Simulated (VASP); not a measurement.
# Sm (P6_3/mmc) in VASP: notebook

The runs below take Sm through single point, with r2SCAN.

All numbers are computed with VASP 6.6.1; they aren't measurements. Logs are shortened: lines on timing, memory, paths and dates and some standing lists are left out, and cuts for length are marked.

**1. The cell of the first run**

The structure is hexagonal, space group P6_3/mmc (No. 194). Conventional cell: a = 3.644 Å, b = 3.644 Å, c = 5.876 Å, α = 90.00°, β = 90.00°, γ = 120.00°. Sm (site symmetry -6m2) has 12 Sm at 3.61 to 3.64 Å within 4.7 Å.

This isn't the form of Sm at room conditions, which is rhombohedral.

**2. Single point, r2SCAN**

POSCAR

```
Sm
1.0
    3.6440014800      0.0000000000      0.0000000000
   -1.8220007400      3.1557978600      0.0000000000
    0.0000000000      0.0000000000      5.8760000000
Sm
2
Direct
    0.3333333300      0.6666666700      0.2500000000
    0.6666666700      0.3333333300      0.7500000000
```

INCAR.step1

```
PREC     = Accurate       # precision mode
ENCUT    = 800            # plane-wave cutoff, eV
ISMEAR   = -1             # smearing method
SIGMA    = 0.1            # smearing width, eV
LREAL    = F              # projectors in reciprocal space
LASPH    = T              # aspherical terms in the spheres
NELM     = 200            # most SCF steps
NBANDS   = 23             # bands
GGA      = PE             # functional
ALGO     = Normal         # electronic algorithm
EDIFF    = 1E-5           # SCF threshold, eV
LWAVE    = T              # write WAVECAR
LCHARG   = F              # write CHGCAR
GGA_COMPAT= F            
LMAXMIX  = 6              # l up to which the mixer works
```

INCAR.step2

```
PREC     = Accurate       # precision mode
ENCUT    = 800            # plane-wave cutoff, eV
EDIFF    = 1E-6           # SCF threshold, eV
ISMEAR   = -1             # smearing method
SIGMA    = 0.1            # smearing width, eV
LREAL    = F              # projectors in reciprocal space
LASPH    = T              # aspherical terms in the spheres
NELM     = 200            # most SCF steps
ALGO     = Normal         # electronic algorithm
ISIF     = 2              # what is computed and relaxed
LWAVE    = F              # write WAVECAR
LCHARG   = F              # write CHGCAR
METAGGA  = R2SCAN         # meta-GGA
LMIXTAU  = T            
NBANDS   = 23             # bands
ISTART   = 1            
GGA_COMPAT= F            
LMAXMIX  = 6              # l up to which the mixer works
```

KPOINTS

```
regular mesh
0
Gamma
  9 9 5
```

Potentials or basis: VASP PAW PBE potentials, release 64 (Sm).

Launch:

```bash
$ cat potpaw_PBE.64/Sm/POTCAR > POTCAR
$ cp INCAR.step1 INCAR
$ mpirun -np 1 vasp_std > vasp.out
$ cp INCAR.step2 INCAR
$ mpirun -np 1 vasp_std > vasp.out
```

OUTCAR:

```text
PREC = Accurate
   ENCUT = 800
   EDIFF = 1E-6
   ISMEAR = -1
   LREAL = F
   LASPH = T
   NELM = 200
   ISIF = 2
   METAGGA = R2SCAN
   ISTART = 1

 ion  position               nearest neighbor table
   1  0.333  0.667  0.250-
   2  0.667  0.333  0.750-

  LATTYP: Found a hexagonal cell.
 ALAT       =     3.6440014800
 C/A-ratio  =     1.6125130663

  Lattice vectors:

 A1 = (   3.6440014800,   0.0000000000,   0.0000000000)
 A2 = (  -1.8220007400,   3.1557978600,   0.0000000000)
 A3 = (   0.0000000000,   0.0000000000,   5.8760000000)

Analysis of symmetry for initial positions (statically):
=====================================================================
 Subroutine PRICEL returns:
 Original cell was already a primitive cell.

 Routine SETGRP: Setting up the symmetry group for a
 hexagonal supercell.

 Subroutine GETGRP returns: Found 24 space group operations
 (whereof 12 operations were pure point group operations)
 out of a pool of 24 trial point group operations.

The static configuration has the point symmetry D_3d.
 The point group associated with its full space group is D_6h.

Analysis of symmetry for dynamics (positions and initial velocities):
=====================================================================
 Subroutine PRICEL returns:
 Original cell was already a primitive cell.

 Routine SETGRP: Setting up the symmetry group for a
 hexagonal supercell.

 Subroutine GETGRP returns: Found 24 space group operations
 (whereof 12 operations were pure point group operations)
 out of a pool of 24 trial point group operations.

The dynamic configuration has the point symmetry D_3d.
 The point group associated with its full space group is D_6h.

 Subroutine INISYM returns: Found 24 space group operations
 (whereof 12 operations are pure point group operations),
 and found     1 'primitive' translations

----------------------------------------------------------------------------------------

                                     Primitive cell

  volume of cell :      67.5724

  direct lattice vectors                    reciprocal lattice vectors
     3.644001480  0.000000000  0.000000000     0.274423599  0.158438538  0.000000000
    -1.822000740  3.155797860  0.000000000     0.000000000  0.316877077  0.000000000
     0.000000000  0.000000000  5.876000000     0.000000000  0.000000000  0.170183799

[... 77 lines left out ...]
   ISPIN  =      1    spin polarized calculation?
   LNONCOLLINEAR =      F non collinear calculations
   LSORBIT =      F    spin-orbit coupling
   LASPH  =      T    aspherical Exc in radial PAW
   ENCUT  =  800.0 eV  58.80 Ry    7.67 a.u.   8.40  8.40 13.55*2*pi/ulx,y,z
   NELM   =    200;   NELMIN=  2; NELMDL=  0     # of ELM steps
   EDIFF  = 0.1E-05   stopping-criterion for ELM
   LREAL  =      F    real-space projection
   EDIFFG = 0.1E-04   stopping-criterion for IOM
   NSW    =      0    number of steps for IOM
   IBRION =     -1    ionic relax: 0-MD 1-quasi-New 2-CG
   NFREE  =      0    steps in history (QN), initial steepest desc. (CG)
   ISIF   =      2    stress and relaxation
   ISYM   =      2    0-nonsym 1-usesym 2-fastsym
   POTIM  = 0.5000    time-step for ionic-motion
   TEBEG  =    0.0;   TEEND  =   0.0 temperature during run
   PSTRESS=    0.0 pullay stress
   NELECT =      32.0000    total number of electrons
   NUPDOWN=      -1.0000    fix difference up-down
   EMIN   =  10.00;   EMAX   =-10.00  energy-range for DOS
   EFERMI =   0.00;   METHOD = LEGACY
   ISMEAR =    -1;   SIGMA  =   0.10  broadening in eV -4-tet -1-fermi 0-gaus
   EFERMI_NEDOS =   21; number of points for ismear=-14 and -15
   IALGO  =     38    algorithm
   IMIX   =      4    mixing-type and parameters
     AMIX     =   0.40;   BMIX     =  1.00
     AMIX_MAG =   1.60;   BMIX_MAG =  1.00
  volume/ion in A,a.u.               =      33.79       228.00
  Fermi-wavevector in a.u.,A,eV,Ry     =   1.276052  2.411388 22.154480  1.628308
  Thomas-Fermi vector in A             =   2.408730
   LORBIT       =      0    0 simple, 1 ext, 2 COOP (PROOUT), +10 PAW based schemes
   METAGGA = R2SCAN    functional components
   LHFCALC =     F    Hartree Fock is set to
   AEXX    =    0.0000 exact exchange contribution
   IVDW    =     0    specifies the selected vdW correction
   LEPSILON=     F    determine dielectric tensor
   LRPA    =     F    only Hartree local field effects (RPA)
 non-spin polarized calculation
  energy-cutoff  :      800.00
  volume of cell :       67.57
 maximum number of plane-waves:      3531
 NGX is ok and might be reduce to    36
   NGX = 17   NGY = 17   NGZ = 27

 number of electron      32.0000000 magnetization

 Free energy of the ion-electron system (eV)
  ---------------------------------------------------
  ext. energy  EPLUGINS =         0.00000000
  ---------------------------------------------------
  free energy    TOTEN  =       -59.68043361 eV

  energy without entropy =      -58.26451203  energy(sigma->0) =      -58.97247282

 E-fermi :   3.0335     XC(G=0): -10.6214

 val. band max:        3.0330591170   @ k =   0.3333   0.3333   0.4000
 cond. band min:       3.0340370363   @ k =   0.4444   0.1111   0.0000
 fundamental gap:      0.0009779194
 Fermi energy:         3.0335314278

 k-point     1 :       0.0000    0.0000    0.0000
  band No.  band energies     occupation
      1     -38.0115      2.00000
      2     -37.8980      2.00000
      3     -17.7039      2.00000
      4     -16.8412      2.00000
      5     -16.8412      2.00000
      6     -16.7099      2.00000
[... 613 lines left out ...]
     22       3.2144      0.28156
     23       3.4246      0.03925

 [... further k-points ...]

------------------------ aborting loop because EDIFF is reached ----------------------------------------

  FORCE on cell =-STRESS in cart. coord.  units (eV):
  Direction    XX          YY          ZZ          XY          YZ          ZX
  --------------------------------------------------------------------------------------
  -------------------------------------------------------------------------------------
  Total       -1.6072383     -1.6072383     -1.8852144      0.0000000      0.0000000      0.0000000
  in kB      -38.1084552    -38.1084553    -44.6994142      0.0000000      0.0000000      0.0000000
  external PRESSURE =     -40.3054416 kB  Pullay stress =       0.0000000 kB

 VOLUME and BASIS-vectors are now :
 -----------------------------------------------------------------------------
  energy-cutoff  :      800.00
  volume of cell :       67.57
      direct lattice vectors                 reciprocal lattice vectors
     3.644001480  0.000000000  0.000000000     0.274423599  0.158438538  0.000000000
    -1.822000740  3.155797860  0.000000000     0.000000000  0.316877077  0.000000000
     0.000000000  0.000000000  5.876000000     0.000000000  0.000000000  0.170183799

 POSITION                                       TOTAL-FORCE (eV/Angst)
 -----------------------------------------------------------------------------------
     -0.00000      2.10387      1.46900        -0.000000      0.000000      0.000000
      1.82200      1.05193      4.40700         0.000000      0.000000      0.000000
 -----------------------------------------------------------------------------------
    total drift:                               -0.000012      0.000007     -0.000000

  FREE ENERGIE OF THE ION-ELECTRON SYSTEM (eV)
  ---------------------------------------------------
  free  energy   TOTEN  =       -59.6804336106 eV

  energy  without entropy=      -58.2645120337  energy(sigma->0) =      -58.97247282
```

OUTCAR.step1:

```text
PREC = Accurate
   ENCUT = 800
   ISMEAR = -1
   LREAL = F
   LASPH = T
   NELM = 200
[... 846 lines left out ...]
 -----------------------------------------------------------------------------------
     -0.00000      2.10387      1.46900         0.000000      0.000000      0.000000
      1.82200      1.05193      4.40700        -0.000000      0.000000      0.000000
 -----------------------------------------------------------------------------------
    total drift:                               -0.000012      0.000007     -0.000000

  FREE ENERGIE OF THE ION-ELECTRON SYSTEM (eV)
  ---------------------------------------------------
  free  energy   TOTEN  =        -9.6076329202 eV

  energy  without entropy=       -8.1753002450  energy(sigma->0) =       -8.89146658
```

OSZICAR.step1:

```text
N       E                     dE             d eps       ncg     rms          rms(c)
DAV:   1     0.312316921504E+03    0.31232E+03   -0.13653E+04  2016   0.779E+03
DAV:   2     0.650065209456E+02   -0.24731E+03   -0.22400E+03  2334   0.400E+02
DAV:   3    -0.414264708717E+00   -0.65421E+02   -0.63689E+02  2885   0.292E+02
[... 13 lines left out ...]
DAV:  78    -0.960759202817E+01   -0.12314E-04   -0.12201E-04  1269   0.182E-02    0.154E-02
DAV:  79    -0.960760339375E+01   -0.11366E-04   -0.11414E-04  1248   0.198E-02    0.170E-02
DAV:  80    -0.960761346414E+01   -0.10070E-04   -0.10060E-04  1241   0.185E-02    0.178E-02
DAV:  81    -0.960762362157E+01   -0.10157E-04   -0.95126E-05  1248   0.193E-02    0.182E-02
DAV:  82    -0.960763292024E+01   -0.92987E-05   -0.88114E-05  1234   0.181E-02
   1 F= -.96076329E+01 E0= -.88914666E+01  d E =-.143233E+01
```

Run time: 22 min. Hardware: 1 thread of Intel Xeon 6975P-C (Granite Rapids), shared host; peak memory 0.36 GiB.

What came out:

```yaml
Free_energy: -59.6804 eV
Pressure: -4.0 GPa
Band_gap_on_the_k_mesh: zero (bands 16 and 17 overlap by 0.07 eV)
```

Stress tensor (GPa, compression positive):
```
-3.81  0.00  0.00
 0.00 -3.81  0.00
 0.00  0.00 -4.47
```

Levels at points of the mesh, in eV from the Fermi level:
```tsv
k point	band 12	band 13	band 14	band 15	band 16	band 17	band 18	band 19
(0.00, 0.00, 0.00)	-0.11	-0.07	0.00	0.00	0.04	0.04	0.06	0.06
```

Caveat: the cell stands under tension; the PAW data sets were made with another functional, which shifts forces and pressure a little; spin-orbit coupling is left out, which moves the levels of the heavy elements; semilocal functionals describe open f shells poorly, which spoils levels, moments and volumes. Spin polarisation is off, so any magnetic state and its effect on volume and gap are missing.

**3. Single point, r2SCAN, collinear spin, ferromagnetic start**

POSCAR is that of step 2.

Edit INCAR.step1 of step 2 so:

```diff
@@ -7,3 +7,6 @@
 NELM     = 200            # most SCF steps
-NBANDS   = 23             # bands
+ISPIN    = 2              # spin polarisation
+MAGMOM   = 5 5            # initial moments
+LMAXMIX  = 6              # l up to which the mixer works
+NBANDS   = 27             # bands
 GGA      = PE             # functional
@@ -13,3 +16,2 @@
 LCHARG   = F              # write CHGCAR
-GGA_COMPAT= F            
-LMAXMIX  = 6              # l up to which the mixer works
+GGA_COMPAT= F
```

Edit INCAR.step2 of step 2 so:

```diff
@@ -12,7 +12,10 @@
 LCHARG   = F              # write CHGCAR
+ISPIN    = 2              # spin polarisation
+MAGMOM   = 5 5            # initial moments
+LORBIT   = 11             # projections on sites
+LMAXMIX  = 6              # l up to which the mixer works
 METAGGA  = R2SCAN         # meta-GGA
 LMIXTAU  = T            
-NBANDS   = 23             # bands
+NBANDS   = 27             # bands
 ISTART   = 1            
-GGA_COMPAT= F            
-LMAXMIX  = 6              # l up to which the mixer works
+GGA_COMPAT= F
```

KPOINTS is that of step 2.

Potentials or basis: VASP PAW PBE potentials, release 64 (Sm).

Launch:

```bash
$ cat potpaw_PBE.64/Sm/POTCAR > POTCAR
$ cp INCAR.step1 INCAR
$ mpirun -np 1 vasp_std > vasp.out
$ cp INCAR.step2 INCAR
$ mpirun -np 1 vasp_std > vasp.out
```

It took 16 min on 1 thread of Intel Xeon 6975P-C (Granite Rapids), shared host; peak memory 0.47 GiB.

The run converged. Its results:

| Property | Result |
| --- | --- |
| Free energy | -73.5221 eV |
| Pressure | 3.1 GPa |
| Net moment | 13.13 μB per cell |
| Site moments | Sm +5.59 μB |
| Valence electrons inside the program's atomic spheres | Sm 13.67 |

Stress tensor (GPa, compression positive):
```
3.26 0.00 0.00
0.00 3.26 0.00
0.00 0.00 2.91
```

Levels at points of the mesh, in eV from the Fermi level:
Spin up:
| k point | band 19 | band 20 | band 21 | band 22 | band 23 | band 24 | band 25 | band 26 |
| --- | --- | --- | --- | --- | --- | --- | --- | --- |
| (0.00, 0.00, 0.00) | -0.74 | -0.74 | -0.27 | -0.14 | -0.01 | 0.19 | 1.50 | 1.84 |
Spin down:
```csv
k point,band 6,band 7,band 8,band 9,band 10,band 11,band 12,band 13
"(0.00, 0.00, 0.00)",-17.96,-17.91,-17.91,-3.07,-0.42,2.62,3.02,3.12
```

Caveat: the magnetic or orbital state may not be the lowest; the cell stands under pressure; the PAW data sets were made with another functional, which shifts forces and pressure a little; spin-orbit coupling is left out, which moves the levels of the heavy elements; semilocal functionals describe open f shells poorly, which spoils levels, moments and volumes.
